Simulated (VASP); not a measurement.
# Mg3SnO: single point with r2SCAN+rVV10

The system is Mg3SnO.

```
Sn O Mg
1.0
     4.33416    0.00000    0.00000
     0.00000    4.33416    0.00000
     0.00000    0.00000    4.33416
Sn O Mg
1 1 3
Direct
  0.00000 0.00000 0.00000
  0.50000 0.50000 0.50000
  0.50000 0.50000 0.00000
  0.50000 0.00000 0.50000
  0.00000 0.50000 0.50000
```

```
Program             : VASP 6.6.1
Task                : single point
Functional          : r2SCAN
Dispersion          : rVV10
Potentials or basis : VASP PAW PBE potentials, release 64 (Sn_d, O, Mg)
Cutoff              : 520 eV
k mesh              : 6 × 6 × 6
Occupations         : fermi-dirac, width 0.03 eV
Spin                : no spin polarisation
```

- Pressure: -0.4 GPa
- Band gap on the k mesh: zero (filled and empty bands touch)

Levels at points of the mesh, in eV from the Fermi level:
| k point | band 11 | band 12 | band 13 | band 14 | band 15 | band 16 |
| --- | --- | --- | --- | --- | --- | --- |
| (0.00, 0.00, 0.00) | -0.56 | -0.56 | -0.56 | 0.66 | 0.66 | 2.38 |
| (0.50, 0.00, 0.00) | -5.26 | -0.74 | -0.74 | 1.81 | 3.58 | 3.93 |
| (0.50, 0.50, 0.00) | -2.97 | -2.97 | -0.45 | 0.37 | 2.89 | 3.17 |
| (0.50, 0.50, 0.50) | -3.88 | -3.88 | -3.88 | 1.74 | 1.74 | 1.74 |

It took 89 s on 1 thread of Intel(R) Xeon(R) Platinum 8488C (Sapphire Rapids) (shared host), peak memory 0.33 GiB.

Caveat: the PAW data sets were made with another functional, which shifts forces and pressure a little; spin-orbit coupling is left out, which moves the levels of the heavy elements.
